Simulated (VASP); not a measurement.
# CsH (Fm-3m) in VASP: notebook

Runs on CsH. Level: r2SCAN. Tasks: phonons.

Everything below comes from runs of VASP 6.6.1. Logs are shortened: lines on timing, memory, paths and dates and some standing lists are left out, and cuts for length are marked.

## Step 1: The cell of the first run

It takes space group Fm-3m (No. 225, cubic). Conventional cell: a = 5.308 Å, b = 5.308 Å, c = 5.308 Å, α = 90.00°, β = 90.00°, γ = 90.00°. Within 3.5 Å of Cs (site symmetry m-3m) lie 6 H at 2.65 Å. Within 3.5 Å of H (site symmetry m-3m) lie 6 Cs at 2.65 Å.

## Step 2: Phonons, r2SCAN

Input file INCAR:

```
SYSTEM = CsH
ALGO = Normal
EDIFF = 1E-8
ENCUT = 520
IBRION = 6
ISIF = 2
ISMEAR = 0
LASPH = .True.
LCHARG = .False.
LMIXTAU = .True.
LREAL = .False.
LWAVE = .False.
METAGGA = R2SCAN
NBANDS = 12
NELM = 100
NFREE = 2
NSW = 1
POTIM = 0.015
PREC = Accurate
SIGMA = 0.01
```

Input file KPOINTS:

```
k-points
0
Gamma
  6 6 6
  0 0 0
```

Input file POSCAR:

```
CsH
1.0
    2.6541929750      2.6541929750      0.0000000000
   -2.6541929750      2.6541929750      0.0000000000
    0.0000000000      2.6541929750      2.6541929750
Cs H
1 1
Direct
    0.0000000000      0.0000000000      0.0000000000
    0.5000000000      0.5000000000      0.0000000000
```

Potentials or basis: VASP PAW PBE potentials, release 64 (Cs_sv, H).

Command:

```
> cat potpaw_PBE.64/Cs_sv/POTCAR potpaw_PBE.64/H/POTCAR > POTCAR
> mpirun -np 1 vasp_std > vasp.out
```

OUTCAR:

```text
SYSTEM = CsH
   EDIFF = 1E-8
   ENCUT = 520
   IBRION = 6
   ISIF = 2
   ISMEAR = 0
   LASPH = .True.
   LREAL = .False.
   METAGGA = R2SCAN
   NELM = 100
   NFREE = 2
   NSW = 1
   POTIM = 0.015
   PREC = Accurate

 ion  position               nearest neighbor table
   1  0.000  0.000  0.000-
   2  0.500  0.500  0.000-

  LATTYP: Found a face centered cubic cell.
 ALAT       =     5.3083859500

  Lattice vectors:

 A1 = (   0.0000000000,   2.6541929750,   2.6541929750)
 A2 = (   2.6541929750,   0.0000000000,   2.6541929750)
 A3 = (   2.6541929750,   2.6541929750,   0.0000000000)

Analysis of symmetry for initial positions (statically):
=====================================================================
 Subroutine PRICEL returns:
 Original cell was already a primitive cell.

 Routine SETGRP: Setting up the symmetry group for a
 face centered cubic supercell.

 Subroutine GETGRP returns: Found 48 space group operations
 (whereof 48 operations were pure point group operations)
 out of a pool of 48 trial point group operations.

The static configuration has the point symmetry O_h .

Analysis of symmetry for dynamics (positions and initial velocities):
=====================================================================
 Subroutine PRICEL returns:
 Original cell was already a primitive cell.

 Routine SETGRP: Setting up the symmetry group for a
 face centered cubic supercell.

 Subroutine GETGRP returns: Found 48 space group operations
 (whereof 48 operations were pure point group operations)
 out of a pool of 48 trial point group operations.

The dynamic configuration has the point symmetry O_h .

 Subroutine INISYM returns: Found 48 space group operations
 (whereof 48 operations are pure point group operations),
 and found     1 'primitive' translations

----------------------------------------------------------------------------------------

                                     Primitive cell

  volume of cell :      37.3962

  direct lattice vectors                    reciprocal lattice vectors
     2.654192975  2.654192975  0.000000000     0.188381178  0.188381178 -0.188381178
    -2.654192975  2.654192975  0.000000000    -0.188381178  0.188381178 -0.188381178
     0.000000000  2.654192975  2.654192975     0.000000000  0.000000000  0.376762357

  length of vectors
     3.753595702  3.753595702  3.753595702     0.326285772  0.326285772  0.376762357

  position of ions in fractional coordinates (direct lattice)
     0.000000000  0.000000000  0.000000000
     0.500000000  0.500000000  0.000000000

  ion indices of the primitive-cell ions
   primitive index   ion index
                 1           1
                 2           2

----------------------------------------------------------------------------------------

 KPOINTS: k-points

Automatic generation of k-mesh.
 Grid dimensions read from file:
 generate k-points for:    6    6    6

 Generating k-lattice:

  Cartesian coordinates                     Fractional coordinates (reciprocal lattice)
     0.031396863  0.031396863 -0.031396863     0.166666667  0.000000000  0.000000000
    -0.031396863  0.031396863 -0.031396863     0.000000000  0.166666667  0.000000000
     0.000000000  0.000000000  0.062793726     0.000000000  0.000000000  0.166666667

  Length of vectors
     0.054380962  0.054380962  0.062793726

  Shift w.r.t. Gamma in fractional coordinates (k-lattice)
     0.000000000  0.000000000  0.000000000

 Subroutine IBZKPT returns following result:
 ===========================================

 Found     16 irreducible k-points:

 Following reciprocal coordinates:
            Coordinates               Weight
  0.000000  0.000000  0.000000      1.000000
  0.166667  0.000000  0.000000      8.000000
  0.333333  0.000000  0.000000      8.000000
  0.500000  0.000000  0.000000      4.000000
  0.166667  0.166667  0.000000     12.000000
  0.333333  0.166667  0.000000     24.000000
[... 8 lines left out ...]
  0.500000  0.333333  0.166667     24.000000
  0.500000  0.500000  0.166667     12.000000
   k-points           NKPTS =     16   k-points in BZ     NKDIM =     16   number of bands    NBANDS=     12
   number of dos      NEDOS =    301   number of ions     NIONS =      2
   total plane-waves  NPLWV =  21952
   dimension x,y,z NGX =    28 NGY =   28 NGZ =   28
   dimension x,y,z NGXF=    56 NGYF=   56 NGZF=   56
   ions per type =               1   1
   NGX,Y,Z   is equivalent  to a cutoff of  12.40, 12.40, 12.40 a.u.
   NGXF,Y,Z  is equivalent  to a cutoff of  24.80, 24.80, 24.80 a.u.
 SYSTEM =  CsH
   PREC   = accura    normal or accurate (medium, high low for compatibility)
   ISTART =      0    job   : 0-new  1-cont  2-samecut
   ICHARG =      2    charge: 1-file 2-atom 10-const
   ISPIN  =      1    spin polarized calculation?
   LNONCOLLINEAR =      F non collinear calculations
   LSORBIT =      F    spin-orbit coupling
   LASPH  =      T    aspherical Exc in radial PAW
   ENCUT  =  520.0 eV  38.22 Ry    6.18 a.u.   6.98  6.98  6.98*2*pi/ulx,y,z
   NELM   =    100;   NELMIN=  2; NELMDL= -5     # of ELM steps
   EDIFF  = 0.1E-07   stopping-criterion for ELM
   LREAL  =      F    real-space projection
   EDIFFG = 0.1E-06   stopping-criterion for IOM
   NSW    =     61    number of steps for IOM
   IBRION =      6    ionic relax: 0-MD 1-quasi-New 2-CG
   NFREE  =      2    steps in history (QN), initial steepest desc. (CG)
   ISIF   =      2    stress and relaxation
   ISYM   =      2    0-nonsym 1-usesym 2-fastsym
   POTIM  = 0.0150    time-step for ionic-motion
   TEBEG  =    0.0;   TEEND  =   0.0 temperature during run
   PSTRESS=    0.0 pullay stress
   NELECT =      10.0000    total number of electrons
   NUPDOWN=      -1.0000    fix difference up-down
   EMIN   =  10.00;   EMAX   =-10.00  energy-range for DOS
   EFERMI =   0.00;   METHOD = LEGACY
   ISMEAR =     0;   SIGMA  =   0.01  broadening in eV -4-tet -1-fermi 0-gaus
   EFERMI_NEDOS =   21; number of points for ismear=-14 and -15
   IALGO  =     38    algorithm
   IMIX   =      4    mixing-type and parameters
     AMIX     =   0.40;   BMIX     =  1.00
     AMIX_MAG =   1.60;   BMIX_MAG =  1.00
  volume/ion in A,a.u.               =      18.70       126.18
  Fermi-wavevector in a.u.,A,eV,Ry     =   1.054708  1.993110 15.135250  1.112409
  Thomas-Fermi vector in A             =   2.189879
   LORBIT       =      0    0 simple, 1 ext, 2 COOP (PROOUT), +10 PAW based schemes
   METAGGA = R2SCAN    functional components
   LHFCALC =     F    Hartree Fock is set to
   AEXX    =    0.0000 exact exchange contribution
   IVDW    =     0    specifies the selected vdW correction
   LEPSILON=     F    determine dielectric tensor
   LRPA    =     F    only Hartree local field effects (RPA)
 finite differences with symmetry
 non-spin polarized calculation
 Gauss-broadening in eV      SIGMA  =   0.01
  energy-cutoff  :      520.00
  volume of cell :       37.40
 maximum number of plane-waves:      1018
   NGX = 13   NGY = 13   NGZ = 13

--------------------------------------- Ionic step        1  -------------------------------------------

 number of electron      10.0000002 magnetization

 Free energy of the ion-electron system (eV)
  ---------------------------------------------------
  ext. energy  EPLUGINS =         0.00000000
  ---------------------------------------------------
  free energy    TOTEN  =       -28.11755140 eV

  energy without entropy =      -28.11755140  energy(sigma->0) =      -28.11755140

------------------------ aborting loop because EDIFF is reached ----------------------------------------

  FORCE on cell =-STRESS in cart. coord.  units (eV):
  Direction    XX          YY          ZZ          XY          YZ          ZX
  --------------------------------------------------------------------------------------
  -------------------------------------------------------------------------------------
  Total        3.6643560      3.6643560      3.6643560     -0.0000000     -0.0000000      0.0000000
  in kB      156.9931722    156.9931722    156.9931722     -0.0000000     -0.0000000      0.0000000
  external PRESSURE =     156.9931722 kB  Pullay stress =       0.0000000 kB
[... 129 lines left out ...]
  energy  without entropy=      -28.1172715470  energy(sigma->0) =      -28.11727155

--------------------------------------- Ionic step        5  -------------------------------------------

 number of electron      10.0000002 magnetization

 Free energy of the ion-electron system (eV)
  ---------------------------------------------------
  ext. energy  EPLUGINS =         0.00000000
  ---------------------------------------------------
  free energy    TOTEN  =       -28.11727154 eV

  energy without entropy =      -28.11727154  energy(sigma->0) =      -28.11727154

 E-fermi :   3.7854     XC(G=0): -10.0455

 val. band max:        3.6858173248   @ k =   0.5000   0.0000   0.0000
 cond. band min:       5.2379552252   @ k =   0.5000   0.0000   0.0000
 fundamental gap:      1.5521379004
 Fermi energy:         3.7853992035

 k-point     1 :       0.0000    0.0000    0.0000
  band No.  band energies     occupation
      1     -19.7098      2.00000
      2      -4.4368      2.00000
      3      -4.4367      2.00000
      4      -4.4367      2.00000
      5       0.8762      2.00000
      6       8.7861      0.00000
      7       8.7861      0.00000
      8       8.7862      0.00000
      9      11.9963      0.00000
     10      11.9966      0.00000
     11      12.2575      0.00000
     12      13.0415      0.00000
[... 331 lines left out ...]
 k-point    24 :       0.0000    0.0000   -0.3333
  band No.  band energies     occupation
      1     -19.1216      2.00000
      2      -6.7347      2.00000
      3      -5.2801      2.00000
      4      -5.2799      2.00000
      5       1.0244      2.00000
      6       5.8029      0.00000
      7      10.5477      0.00000
      8      12.0248      0.00000
      9      12.0256      0.00000
     10      13.7239      0.00000
     11      14.0345      0.00000
     12      18.3722      0.00000

 [... further k-points ...]

------------------------ aborting loop because EDIFF is reached ----------------------------------------

  FORCE on cell =-STRESS in cart. coord.  units (eV):
  Direction    XX          YY          ZZ          XY          YZ          ZX
  --------------------------------------------------------------------------------------
  -------------------------------------------------------------------------------------
  Total        3.6671315      3.6634976      3.6634976      0.0000000      0.0000000      0.0000000
  in kB      157.1120810    156.9563917    156.9563917      0.0000000      0.0000000      0.0000000
  external PRESSURE =     157.0082882 kB  Pullay stress =       0.0000000 kB
[... 17 lines left out ...]
  FREE ENERGIE OF THE ION-ELECTRON SYSTEM (eV)
  ---------------------------------------------------
  free  energy   TOTEN  =       -28.1172715436 eV

  energy  without entropy=      -28.1172715436  energy(sigma->0) =      -28.11727154

 INTERNAL STRAIN TENSORS FROM DISPLACED ATOMS
 ============================================

 INTERNAL STRAIN TENSOR FOR ION    1 for displacements in x,y,z  (eV/Angst):
          X           Y           Z          XY          YZ          ZX
  --------------------------------------------------------------------------------
  x     0.00000     0.00000     0.00000     0.00000     0.00000     0.00000
  y     0.00000     0.00000     0.00000     0.00000     0.00000     0.00000
  z     0.00000     0.00000     0.00000     0.00000     0.00000     0.00000

 INTERNAL STRAIN TENSOR FOR ION    2 for displacements in x,y,z  (eV/Angst):
          X           Y           Z          XY          YZ          ZX
  --------------------------------------------------------------------------------
  x     0.00000     0.00000     0.00000     0.00000     0.00000     0.00000
  y     0.00000     0.00000     0.00000     0.00000     0.00000     0.00000
  z     0.00000     0.00000     0.00000     0.00000     0.00000     0.00000

 Eigenvectors and eigenvalues of the dynamical matrix
 ----------------------------------------------------

   1 f  =   24.728996 THz   155.376864 2PiTHz  824.870515 cm-1   102.270864 meV
             X         Y         Z           dx          dy          dz
      0.000000  0.000000  0.000000     0.086502   -0.000000    0.000000
      0.000000  2.654193  0.000000    -0.996252    0.000000    0.000000

   2 f  =   24.728996 THz   155.376864 2PiTHz  824.870515 cm-1   102.270864 meV
             X         Y         Z           dx          dy          dz
      0.000000  0.000000  0.000000     0.000000    0.000000   -0.086502
      0.000000  2.654193  0.000000    -0.000000    0.000000    0.996252
[... 11 lines left out ...]
   5 f/i=    0.002069 THz     0.013001 2PiTHz    0.069023 cm-1     0.008558 meV
             X         Y         Z           dx          dy          dz
      0.000000  0.000000  0.000000    -0.000000   -0.000000    0.996252
      0.000000  2.654193  0.000000     0.000000    0.000000    0.086502

   6 f/i=    0.002069 THz     0.013001 2PiTHz    0.069023 cm-1     0.008558 meV
             X         Y         Z           dx          dy          dz
      0.000000  0.000000  0.000000    -0.480699   -0.872609    0.000000
      0.000000  2.654193  0.000000    -0.041738   -0.075767    0.000000

 ELASTIC MODULI CONTR FROM IONIC RELAXATION (kBar)
 Direction    XX          YY          ZZ          XY          YZ          ZX
 --------------------------------------------------------------------------------
 XX           0.0000      0.0000      0.0000      0.0000      0.0000      0.0000
 YY           0.0000      0.0000      0.0000      0.0000      0.0000      0.0000
 ZZ           0.0000      0.0000      0.0000      0.0000      0.0000      0.0000
 XY           0.0000      0.0000      0.0000      0.0000      0.0000      0.0000
 YZ           0.0000      0.0000      0.0000      0.0000      0.0000      0.0000
 ZX           0.0000      0.0000      0.0000      0.0000      0.0000      0.0000
 --------------------------------------------------------------------------------
```

Wall time 2.7 min (1 thread of Intel Xeon Platinum 8488C (Sapphire Rapids), shared host); peak memory 0.18 GiB.

What came out:

* Highest phonon frequency at Γ, LO-TO splitting left out: 825 cm⁻¹

Phonon frequencies in cm⁻¹ (negative: imaginary):
```tsv
q point	frequencies
(0.000, 0.000, 0.000)	0 0 0 825 825 825
```

Caveat: the k points lie up to 0.39 Å⁻¹ apart; the cell wasn't relaxed at this level first, which shifts response properties; the PAW data sets were made with another functional, which shifts forces and pressure a little; spin-orbit coupling is left out, which moves the levels of the heavy elements.

## Step 3: Phonons, r2SCAN

This run uses another cell than the first one, of 20.76 Å³/atom, 1.110 times its volume.

Input file INCAR:

```
PREC = Accurate
ENCUT = 520
EDIFF = 1E-8
ISMEAR = 0
SIGMA = 0.01
LREAL = False
LASPH = True
NELM = 80
ALGO = Normal
ISIF = 2
LWAVE = False
LCHARG = False
METAGGA = R2SCAN
LMIXTAU = True
NBANDS = 12
IBRION = 6
NFREE = 2
POTIM = 0.015
NSW = 1
```

Input file KPOINTS:

```
Automatic mesh
0
Gamma
  6 6 6
```

Input file POSCAR:

```
CsH
1.0
    2.7481874031      2.7481874031      0.0000000000
   -2.7481874031      2.7481874031      0.0000000000
    0.0000000000      2.7481874031      2.7481874031
Cs H
1 1
Direct
    0.0000000000      0.0000000000      0.0000000000
    0.5000000000      0.5000000000      0.0000000000
```

Potentials or basis: VASP PAW PBE potentials, release 64 (Cs_sv, H).

Command:

```
> cat potpaw_PBE.64/Cs_sv/POTCAR potpaw_PBE.64/H/POTCAR > POTCAR
> mpirun -np 1 vasp_std > vasp.out
```

OUTCAR:

```text
PREC = Accurate
   ENCUT = 520
   EDIFF = 1E-8
   ISMEAR = 0
   LREAL = False
   LASPH = True
   NELM = 80
   ISIF = 2
   METAGGA = R2SCAN
   IBRION = 6
   NFREE = 2
   POTIM = 0.015
   NSW = 1

 ion  position               nearest neighbor table
   1  0.000  0.000  0.000-
   2  0.500  0.500  0.000-

  LATTYP: Found a face centered cubic cell.
 ALAT       =     5.4963748062

  Lattice vectors:

 A1 = (   0.0000000000,   2.7481874031,   2.7481874031)
 A2 = (   2.7481874031,   0.0000000000,   2.7481874031)
[... 697 lines left out ...]
  Direction    XX          YY          ZZ          XY          YZ          ZX
  --------------------------------------------------------------------------------------
  -------------------------------------------------------------------------------------
  Total        2.6981975      2.6953264      2.6953264      0.0000000      0.0000000     -0.0000000
  in kB      104.1394510    104.0286385    104.0286385      0.0000000      0.0000000     -0.0000000
  external PRESSURE =     104.0655760 kB  Pullay stress =       0.0000000 kB
[... 17 lines left out ...]
  FREE ENERGIE OF THE ION-ELECTRON SYSTEM (eV)
  ---------------------------------------------------
  free  energy   TOTEN  =       -28.4497687592 eV

  energy  without entropy=      -28.4497687592  energy(sigma->0) =      -28.44976876

 INTERNAL STRAIN TENSORS FROM DISPLACED ATOMS
 ============================================

 INTERNAL STRAIN TENSOR FOR ION    1 for displacements in x,y,z  (eV/Angst):
          X           Y           Z          XY          YZ          ZX
  --------------------------------------------------------------------------------
  x     0.00000     0.00000     0.00000     0.00000     0.00000     0.00000
  y     0.00000     0.00000     0.00000     0.00000     0.00000     0.00000
  z     0.00000     0.00000     0.00000     0.00000     0.00000     0.00000

 INTERNAL STRAIN TENSOR FOR ION    2 for displacements in x,y,z  (eV/Angst):
          X           Y           Z          XY          YZ          ZX
  --------------------------------------------------------------------------------
  x     0.00000     0.00000     0.00000     0.00000     0.00000     0.00000
  y     0.00000     0.00000     0.00000     0.00000     0.00000     0.00000
  z     0.00000     0.00000     0.00000     0.00000     0.00000     0.00000

 Eigenvectors and eigenvalues of the dynamical matrix
 ----------------------------------------------------

   1 f  =   22.254686 THz   139.830316 2PiTHz  742.336422 cm-1    92.037945 meV
             X         Y         Z           dx          dy          dz
      0.000000  0.000000  0.000000     0.000000   -0.086450   -0.000000
      0.000000  2.748187  0.000000     0.000000    0.996256    0.000000
[... 21 lines left out ...]
   6 f/i=    0.000699 THz     0.004394 2PiTHz    0.023327 cm-1     0.002892 meV
             X         Y         Z           dx          dy          dz
      0.000000  0.000000  0.000000     0.000000   -0.000000    0.996256
      0.000000  2.748187  0.000000     0.000000    0.000000    0.086450

 ELASTIC MODULI CONTR FROM IONIC RELAXATION (kBar)
 Direction    XX          YY          ZZ          XY          YZ          ZX
 --------------------------------------------------------------------------------
 XX           0.0000      0.0000      0.0000      0.0000      0.0000      0.0000
 YY           0.0000      0.0000      0.0000      0.0000      0.0000      0.0000
 ZZ           0.0000      0.0000      0.0000      0.0000      0.0000      0.0000
 XY           0.0000      0.0000      0.0000      0.0000      0.0000      0.0000
 YZ           0.0000      0.0000      0.0000      0.0000      0.0000      0.0000
 ZX           0.0000      0.0000      0.0000      0.0000      0.0000      0.0000
 --------------------------------------------------------------------------------
```

It took 3.9 min on 1 thread of Intel Xeon Platinum 8488C (Sapphire Rapids), shared host; peak memory 0.19 GiB.

What came out:

| Property | Result |
| --- | --- |
| Highest phonon frequency at Γ, LO-TO splitting left out | 742 cm⁻¹ |

Phonon frequencies in cm⁻¹ (negative: imaginary):
| q point | frequencies |
| --- | --- |
| (0.000, 0.000, 0.000) | 0 0 0 742 742 742 |

Caveat: the k points lie up to 0.38 Å⁻¹ apart; the cell wasn't relaxed at this level first, which shifts response properties; the PAW data sets were made with another functional, which shifts forces and pressure a little; spin-orbit coupling is left out, which moves the levels of the heavy elements.
